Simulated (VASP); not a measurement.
Here is a VASP 6.6.1 calculation.

Contents of INCAR:

```
PREC = Accurate
ENCUT = 520
EDIFF = 1E-7
ISMEAR = -1
SIGMA = 0.1
LREAL = F
LASPH = T
NELM = 150
ALGO = Normal
ISIF = 2
LWAVE = F
LCHARG = F
ISPIN = 2
MAGMOM = 0.25 3.79
LORBIT = 11
NUPDOWN = 4.2
LMAXMIX = 4
GGA = PE
NBANDS = 16
```

The input KPOINTS:

```
regular mesh
0
Gamma
  9 9 9
```

File POSCAR:

```
AlFe
1.0
    2.9100000000      0.0000000000      0.0000000000
    0.0000000000      2.9100000000      0.0000000000
    0.0000000000      0.0000000000      2.9100000000
Al Fe
1 1
Direct
    0.0000000000      0.0000000000      0.0000000000
    0.5000000000      0.5000000000      0.5000000000
```

Potentials or basis: VASP PAW PBE potentials, release 64 (Al, Fe).

Run with:

```bash
$ cat potpaw_PBE.64/Al/POTCAR potpaw_PBE.64/Fe/POTCAR > POTCAR
$ mpirun -np 1 vasp_std > vasp.out
```

Problem. Estimate the pressure.

Solution. 40.1 GPa.

Caveat: the total moment is fixed, so each spin has its own Fermi level.
